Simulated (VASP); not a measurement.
**GaAs: single point with LDA**

Crystal: GaAs.

```
CELL_PARAMETERS angstrom
0.00000 2.79829 2.79829
2.79829 0.00000 2.79829
2.79829 2.79829 0.00000
ATOMIC_POSITIONS crystal
Ga 0.00000 0.00000 0.00000
As 0.75000 0.75000 0.75000
```

This cell differs from its parent crystal: volume scaled by 0.97.

* Program: VASP 6.6.1
* Task: single point
* Functional: LDA
* Potentials or basis: VASP PAW LDA potentials, release 64 (Ga_d, As)
* Cutoff: 520 eV
* k mesh: 11 × 11 × 11
* Occupations: fermi-dirac, width 0.05 eV
* Spin: no spin polarisation

| Item | Value |
| --- | --- |
| Pressure | 0.6 GPa |
| Band gap on the k mesh | 0.56 eV, direct |

Levels at points of the mesh, in eV from the valence-band top:
```csv
k point,band 7,band 8,band 9,band 10,band 11,band 12
"(0.00, 0.00, 0.00)",0.00,0.00,0.00,0.56,3.68,3.68
```

It took 20 s on 1 thread of Intel(R) Xeon(R) 6975P-C (Granite Rapids) (shared host), peak memory 0.17 GiB.

 A k mesh can miss the band edges.
